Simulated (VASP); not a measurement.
# Mg: single point with PBEsol

Crystal: Mg.

```
CELL_PARAMETERS angstrom
-1.80120 1.80120 1.80120
1.80120 -1.80120 1.80120
1.80120 1.80120 -1.80120
ATOMIC_POSITIONS crystal
Mg 0.00000 0.00000 0.00000
```

This isn't the form of Mg at room conditions, which is hcp.

| Property | Result |
| --- | --- |
| Program | VASP 6.6.1 |
| Task | single point |
| Functional | PBEsol |
| Potentials or basis | VASP PAW PBE potentials, release 64 (Mg) |
| Cutoff | 520 eV |
| k mesh | 14 × 14 × 14 |
| Occupations | fermi-dirac, width 0.1 eV |
| Spin | no spin polarisation |

The pressure is -1.4 GPa and the band gap on the k mesh is zero (bands 1 and 2 overlap by 4.71 eV).

Levels at points of the mesh, in eV from the Fermi level:
| k point | band 1 | band 2 | band 3 | band 4 | band 5 |
| --- | --- | --- | --- | --- | --- |
| (0.00, 0.00, 0.00) | -6.89 | 12.85 | 12.85 | 12.85 | 14.83 |
| (0.50, 0.00, 0.00) | -1.49 | -0.94 | 8.52 | 9.15 | 10.04 |
| (0.50, 0.50, 0.50) | 3.77 | 3.77 | 3.77 | 3.97 | 3.97 |

It took 14 s on 1 thread of Intel Xeon 8259CL, with other jobs on the host, peak memory 0.14 GiB.

Caveat: the PAW data sets were made with another functional, which shifts forces and pressure a little.
